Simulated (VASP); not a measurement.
# BN (Pmmm) in VASP: further runs

BN is run at these levels: PBE; tasks: single point, relaxation of cell and atoms.

Everything below comes from runs of VASP 6.6.1. Logs are shortened: lines on timing, memory, paths and dates and some standing lists are left out, and cuts for length are marked.

## (1) The cell of the first run

It takes space group Pmmm (No. 47, orthorhombic). Conventional cell: a = 2.453 Å, b = 2.568 Å, c = 6.007 Å, α = 90.00°, β = 90.00°, γ = 90.00°. Within 2.1 Å of B (site symmetry mm2) lie 4 N at 1.55 to 1.59 Å and 1 B at 2.02 Å. B (site symmetry mmm) has 4 N at 1.66 Å within 2.2 Å. Within 2.1 Å of N (site symmetry mm2) lie 4 B at 1.55 to 1.66 Å. Within 2.1 Å of N (site symmetry mmm) lie 4 B at 1.59 Å.

## (2) Single point, PBE

The input, INCAR:

```
PREC = Accurate
ENCUT = 520
EDIFF = 1E-6
ISMEAR = 0
SIGMA = 0.1
LREAL = F
LASPH = T
NELM = 100
ALGO = Normal
ISIF = 2
LWAVE = F
LCHARG = F
GGA = PE
NBANDS = 21
```

The input, KPOINTS:

```
Automatic mesh
0
Gamma
  16 14 6
```

The input, POSCAR:

```
BN
1.0
    2.4529551370      0.0000000000      0.0000000000
    0.0000000000      2.5678359711      0.0000000000
    0.0000000000      0.0000000000      6.0066842641
B N
3 3
Direct
    0.5000000000      0.5000000000      0.1685417661
    0.5000000000      0.5000000000      0.8314582339
    0.0000000000      0.0000000000      0.5000000000
    0.5000000000      0.0000000000      0.3139760117
    0.0000000000      0.5000000000      0.0000000000
    0.5000000000      0.0000000000      0.6860239883
```

Potentials or basis: VASP PAW PBE potentials, release 64 (B, N).

On the command line:

```sh
cat potpaw_PBE.64/B/POTCAR potpaw_PBE.64/N/POTCAR > POTCAR
mpirun -np 1 vasp_std > vasp.out
```

OUTCAR:

```text
PREC = Accurate
   ENCUT = 520
   EDIFF = 1E-6
   ISMEAR = 0
   LREAL = F
   LASPH = T
   NELM = 100
   ISIF = 2
   GGA = PE

 ion  position               nearest neighbor table
   1  0.500  0.500  0.169-   4 1.55   4 1.55   5 1.59   5 1.59   2 2.02
   2  0.500  0.500  0.831-   6 1.55   6 1.55   5 1.59   5 1.59   1 2.02
   3  0.000  0.000  0.500-   4 1.66   6 1.66   4 1.66   6 1.66
   4  0.500  0.000  0.314-   1 1.55   1 1.55   3 1.66   3 1.66
   5  0.000  0.500  0.000-   1 1.59   2 1.59   1 1.59   2 1.59
   6  0.500  0.000  0.686-   2 1.55   2 1.55   3 1.66   3 1.66

  LATTYP: Found a simple orthorhombic cell.
 ALAT       =     2.4529551370
 B/A-ratio  =     1.0468336466
 C/A-ratio  =     2.4487542285

  Lattice vectors:

 A1 = (   2.4529551370,   0.0000000000,   0.0000000000)
 A2 = (   0.0000000000,   2.5678359711,   0.0000000000)
 A3 = (   0.0000000000,   0.0000000000,   6.0066842641)

Analysis of symmetry for initial positions (statically):
=====================================================================
 Subroutine PRICEL returns:
 Original cell was already a primitive cell.

 Routine SETGRP: Setting up the symmetry group for a
 simple orthorhombic supercell.

 Subroutine GETGRP returns: Found  8 space group operations
 (whereof  8 operations were pure point group operations)
 out of a pool of  8 trial point group operations.

The static configuration has the point symmetry D_2h.

Analysis of symmetry for dynamics (positions and initial velocities):
=====================================================================
 Subroutine PRICEL returns:
 Original cell was already a primitive cell.

 Routine SETGRP: Setting up the symmetry group for a
 simple orthorhombic supercell.

 Subroutine GETGRP returns: Found  8 space group operations
 (whereof  8 operations were pure point group operations)
 out of a pool of  8 trial point group operations.

The dynamic configuration has the point symmetry D_2h.

 Subroutine INISYM returns: Found  8 space group operations
 (whereof  8 operations are pure point group operations),
 and found     1 'primitive' translations

----------------------------------------------------------------------------------------

                                     Primitive cell

  volume of cell :      37.8348
[... 91 lines left out ...]
   ISPIN  =      1    spin polarized calculation?
   LNONCOLLINEAR =      F non collinear calculations
   LSORBIT =      F    spin-orbit coupling
   LASPH  =      T    aspherical Exc in radial PAW
   ENCUT  =  520.0 eV  38.22 Ry    6.18 a.u.   4.56  4.77 11.17*2*pi/ulx,y,z
   NELM   =    100;   NELMIN=  2; NELMDL= -5     # of ELM steps
   EDIFF  = 0.1E-05   stopping-criterion for ELM
   LREAL  =      F    real-space projection
   EDIFFG = 0.1E-04   stopping-criterion for IOM
   NSW    =      0    number of steps for IOM
   IBRION =     -1    ionic relax: 0-MD 1-quasi-New 2-CG
   NFREE  =      0    steps in history (QN), initial steepest desc. (CG)
   ISIF   =      2    stress and relaxation
   ISYM   =      2    0-nonsym 1-usesym 2-fastsym
   POTIM  = 0.5000    time-step for ionic-motion
   TEBEG  =    0.0;   TEEND  =   0.0 temperature during run
   PSTRESS=    0.0 pullay stress
   NELECT =      24.0000    total number of electrons
   NUPDOWN=      -1.0000    fix difference up-down
   EMIN   =  10.00;   EMAX   =-10.00  energy-range for DOS
   EFERMI =   0.00;   METHOD = LEGACY
   ISMEAR =     0;   SIGMA  =   0.10  broadening in eV -4-tet -1-fermi 0-gaus
   EFERMI_NEDOS =   21; number of points for ismear=-14 and -15
   IALGO  =     38    algorithm
   IMIX   =      4    mixing-type and parameters
     AMIX     =   0.40;   BMIX     =  1.00
     AMIX_MAG =   1.60;   BMIX_MAG =  1.00
  volume/ion in A,a.u.               =       6.31        42.55
  Fermi-wavevector in a.u.,A,eV,Ry     =   1.406635  2.658154 26.920778  1.978621
  Thomas-Fermi vector in A             =   2.528975
   LORBIT       =      0    0 simple, 1 ext, 2 COOP (PROOUT), +10 PAW based schemes
   GGA     = PE    functional components
   LHFCALC =     F    Hartree Fock is set to
   AEXX    =    0.0000 exact exchange contribution
   IVDW    =     0    specifies the selected vdW correction
   LEPSILON=     F    determine dielectric tensor
   LRPA    =     F    only Hartree local field effects (RPA)
 non-spin polarized calculation
 Gauss-broadening in eV      SIGMA  =   0.10
  energy-cutoff  :      520.00
  volume of cell :       37.83
 maximum number of plane-waves:      1046
   NGX =  9   NGY =  9   NGZ = 23

 number of electron      24.0000006 magnetization

 Free energy of the ion-electron system (eV)
  ---------------------------------------------------
  ext. energy  EPLUGINS =         0.00000000
  ---------------------------------------------------
  free energy    TOTEN  =       -46.38327669 eV

  energy without entropy =      -46.37692626  energy(sigma->0) =      -46.38010148

 E-fermi :   7.8708     XC(G=0): -12.5488

 val. band max:        7.8689535247   @ k =   0.0625   0.3571   0.3333
 cond. band min:       7.8746750340   @ k =   0.0000   0.2143   0.3333
 fundamental gap:      0.0057215092
 Fermi energy:         7.8707816120

 k-point     1 :       0.0000    0.0000    0.0000
  band No.  band energies     occupation
      1     -13.1527      2.00000
      2     -10.4123      2.00000
      3     -10.2385      2.00000
      4      -0.5194      2.00000
      5      -0.1872      2.00000
      6       2.5030      2.00000
[... 565 lines left out ...]
     20      20.2007      0.00000
     21      20.5588      0.00000

 [... further k-points ...]
[... 5 lines left out ...]
  --------------------------------------------------------------------------------------
  -------------------------------------------------------------------------------------
  Total        0.0463968      0.0208835      0.0224414     -0.0000000      0.0000000      0.0000000
  in kB        1.9647484      0.8843457      0.9503173     -0.0000000      0.0000000      0.0000000
  external PRESSURE =       1.2664704 kB  Pullay stress =       0.0000000 kB

 VOLUME and BASIS-vectors are now :
 -----------------------------------------------------------------------------
  energy-cutoff  :      520.00
  volume of cell :       37.83
      direct lattice vectors                 reciprocal lattice vectors
     2.452955137  0.000000000  0.000000000     0.407671541  0.000000000  0.000000000
     0.000000000  2.567835971  0.000000000     0.000000000  0.389432974  0.000000000
     0.000000000  0.000000000  6.006684264     0.000000000  0.000000000  0.166481199

 POSITION                                       TOTAL-FORCE (eV/Angst)
 -----------------------------------------------------------------------------------
      1.22648      1.28392      1.01238         0.000000      0.000000      0.000338
      1.22648      1.28392      4.99431        -0.000000     -0.000000     -0.000338
      0.00000      0.00000      3.00334         0.000000      0.000000      0.000000
      1.22648      0.00000      1.88595         0.000000     -0.000000     -0.000232
      0.00000      1.28392      0.00000         0.000000      0.000000      0.000000
      1.22648      0.00000      4.12073         0.000000      0.000000      0.000232
 -----------------------------------------------------------------------------------
    total drift:                                0.000000      0.000000      0.000000

  FREE ENERGIE OF THE ION-ELECTRON SYSTEM (eV)
  ---------------------------------------------------
  free  energy   TOTEN  =       -46.3832766907 eV

  energy  without entropy=      -46.3769262611  energy(sigma->0) =      -46.38010148
```

Wall time 2.8 min (1 thread of Intel Xeon Platinum 8259CL at 2.50GHz (Skylake/Cascade Lake), shared host); peak memory 0.28 GiB.

What came out:

```
Free energy            : -46.3833 eV
Pressure               : 0.1 GPa
Band gap on the k mesh : zero (band 12 reaches 8.24 eV, above the bottom of band 13 at 5.97 eV)
```

Stress tensor (GPa, compression positive):
```
0.20 0.00 0.00
0.00 0.09 0.00
0.00 0.00 0.10
```

## (3) Relaxation of cell and atoms, PBE

The input, INCAR:

```
SYSTEM = BN
PREC = Accurate
ENCUT = 600
EDIFF = 1E-6
ISMEAR = 0
SIGMA = 0.1
LREAL = .FALSE.
LASPH = .TRUE.
NELM = 100
ALGO = Normal
ISIF = 3
LWAVE = .FALSE.
LCHARG = .FALSE.
GGA = PE
IBRION = 2
NSW = 100
EDIFFG = -0.01
```

The input, KPOINTS:

```
regular mesh
0
G
  16 14 6
  0 0 0
```

The input, POSCAR:

```
BN
1.0
    2.4492672905      0.0000000000      0.0000000000
    0.0000000000      2.5705007208      0.0000000000
    0.0000000000      0.0000000000      6.0031543049
B N
3 3
Direct
    0.5000000000      0.5000000000      0.1679729518
    0.5000000000      0.5000000000      0.8320270482
    0.0000000000      0.0000000000      0.5000000000
    0.5000000000      0.0000000000      0.3138089733
    0.0000000000      0.5000000000      0.0000000000
    0.5000000000      0.0000000000      0.6861910267
```

Potentials or basis: VASP PAW PBE potentials, release 64 (B, N).

On the command line:

```sh
cat potpaw_PBE.64/B/POTCAR potpaw_PBE.64/N/POTCAR > POTCAR
mpirun -np 1 vasp_std > vasp.out
```

Wall time 6.5 min (1 thread of Intel Xeon Platinum 8259CL at 2.50GHz (Skylake/Cascade Lake), shared host); peak memory 0.29 GiB.

It converged, with:

| Item | Value |
| --- | --- |
| Free energy | -46.3929 eV |
| Relaxed volume | 6.30 Å³/atom |
| Relaxed cell | a = 2.453 Å, b = 2.568 Å, c = 6.005 Å, α = 90.00°, β = 90.00°, γ = 90.00° |
| Space group after relaxing (to 0.05 Å) | Pmmm (No. 47) |
| Energy gained by relaxing | 0.1 meV/atom |
| Ionic steps | 5 |
| Pressure after relaxing | 0.0 GPa |
| Largest force after relaxing | 0.008 eV/Å |
| Band gap on the k mesh | zero (band 12 reaches 8.25 eV, above the bottom of band 13 at 5.97 eV) |

Forces on the atoms (eV/Å):
```
B    0.000  0.000  0.000
B    0.000  0.000  0.000
B    0.000  0.000  0.000
N    0.000  0.000 -0.008
N    0.000  0.000  0.000
N    0.000  0.000  0.008
```

Stress tensor (GPa, compression positive):
```
-0.06  0.00  0.00
 0.00 -0.07  0.00
 0.00  0.00  0.11
```

Step by step:
| step | energy change (eV) | largest force (eV/Å) | pressure (GPa) | volume (Å³) |
| --- | --- | --- | --- | --- |
| 1 | 0.0000 | 0.0848 | 0.32 | 37.79 |
| 2 | -0.0005 | 0.0249 | -0.34 | 37.86 |
| 3 | -0.0005 | 0.0143 | -0.22 | 37.85 |
| 4 | -0.0005 | 0.0177 | 0.08 | 37.81 |
| 5 | -0.0005 | 0.0080 | -0.01 | 37.83 |

Final structure:
```yaml
crystal:
  lattice:
    - [2.45308, 0.00000, 0.00000]
    - [0.00000, 2.56768, 0.00000]
    - [0.00000, 0.00000, 6.00522]
  atoms:
    - { symbol: B, position: [0.50000, 0.50000, 0.16855] }
    - { symbol: B, position: [0.50000, 0.50000, 0.83145] }
    - { symbol: B, position: [0.00000, 0.00000, 0.50000] }
    - { symbol: N, position: [0.50000, 0.00000, 0.31399] }
    - { symbol: N, position: [0.00000, 0.50000, 0.00000] }
    - { symbol: N, position: [0.50000, 0.00000, 0.68601] }
```

Levels at points of the mesh, in eV from the Fermi level:
```
           k point  band 9  band 10  band 11  band 12  band 13  band 14  band 15  band 16
(0.00, 0.00, 0.00)   -2.30    -1.72    -1.10    -0.66     3.56     5.38     6.77     6.98
(0.50, 0.00, 0.00)   -3.53    -2.93    -2.65     0.37     3.27     6.46     7.33     8.71
(0.00, 0.50, 0.00)   -4.05    -3.35    -2.15     0.11     0.37     6.71     7.61    10.11
(0.50, 0.50, 0.00)   -7.26    -6.90    -3.63    -2.19    -1.90     5.42     6.05     6.71
(0.00, 0.00, 0.50)   -3.68    -3.26     0.00     0.06     4.33     4.59     5.91     6.54
(0.50, 0.00, 0.50)   -3.33    -3.16    -1.21     0.37     4.89     5.89     6.43     7.09
(0.00, 0.50, 0.50)   -4.05    -2.14    -1.32     0.34     0.98     6.65     7.62     9.21
(0.50, 0.50, 0.50)   -7.32    -7.28    -3.28    -3.16    -1.21     3.82     5.11     6.48
```

## (4) Single point, PBE

The input, INCAR:

```
  ALGO = Normal
  EDIFF = 1E-6
  ENCUT = 520
  GGA = PE
  ISIF = 2
  ISMEAR = 0
  LASPH = True
  LCHARG = False
  LREAL = False
  LWAVE = False
  NBANDS = 21
  NELM = 100
  PREC = Accurate
  SIGMA = 0.1
```

The input, KPOINTS:

```
k-points
0
Gamma
  8 8 4
```

POSCAR is that of step 3.

On the command line:

```sh
cat potpaw_PBE.64/B/POTCAR potpaw_PBE.64/N/POTCAR > POTCAR
mpirun -np 1 vasp_std > vasp.out
```

Run time: 42 s. Hardware: 1 thread of Intel Xeon Platinum 8259CL at 2.50GHz (Skylake/Cascade Lake), shared host; peak memory 0.17 GiB.

The run converged. Its results:

| Property | Result |
| --- | --- |
| Free energy | -46.4004 eV |
| Pressure | 0.2 GPa |
| Largest force | 0.013 eV/Å |
| Band gap on the k mesh | zero (band 12 reaches 8.28 eV, above the bottom of band 13 at 6.00 eV) |

Forces on the atoms (eV/Å):
```
B    0.000  0.000 -0.001
B    0.000  0.000  0.001
B    0.000  0.000  0.000
N    0.000  0.000  0.013
N    0.000  0.000  0.000
N    0.000  0.000 -0.013
```

Levels at points of the mesh, in eV from the Fermi level:
```
           k point  band 9  band 10  band 11  band 12  band 13  band 14  band 15  band 16
(0.00, 0.00, 0.00)   -2.22    -1.65    -1.02    -0.59     3.62     5.50     6.84     7.02
(0.50, 0.00, 0.00)   -3.48    -2.87    -2.59     0.48     3.38     6.53     7.46     8.78
(0.00, 0.50, 0.00)   -3.98    -3.25    -2.08     0.19     0.42     6.81     7.73    10.22
(0.50, 0.50, 0.00)   -7.19    -6.87    -3.51    -2.14    -1.80     5.48     6.19     6.84
(0.00, 0.00, 0.50)   -3.64    -3.17     0.08     0.12     4.39     4.66     5.97     6.65
(0.50, 0.00, 0.50)   -3.27    -3.11    -1.17     0.48     4.97     6.04     6.50     7.20
(0.00, 0.50, 0.50)   -3.97    -2.07    -1.23     0.39     1.07     6.75     7.74     9.29
(0.50, 0.50, 0.50)   -7.25    -7.24    -3.16    -3.12    -1.11     3.93     5.24     6.55
```

## (5) The runs side by side

```tsv
task	cell	k mesh	cutoff (eV)	gap on the mesh (eV)	pressure (GPa)	largest force (eV/Å)
single point	a = 2.453, b = 2.568, c = 6.007 Å, 6 atoms	16 × 14 × 6	520	none	0.1	-
relaxation of cell and atoms	relaxed from a = 2.449, b = 2.571, c = 6.003 Å, 6 atoms	16 × 14 × 6	600	none	0.0	0.01
single point	a = 2.449, b = 2.571, c = 6.003 Å, 6 atoms	8 × 8 × 4	520	none	0.2	0.01
```

Alike in all rows: level PBE; potentials or basis VASP PAW PBE potentials, release 64 (B, N); no spin polarisation; smearing gaussian 0.1 eV.

Total energies depend on the potentials used, so only differences within one code and one set of settings carry meaning.
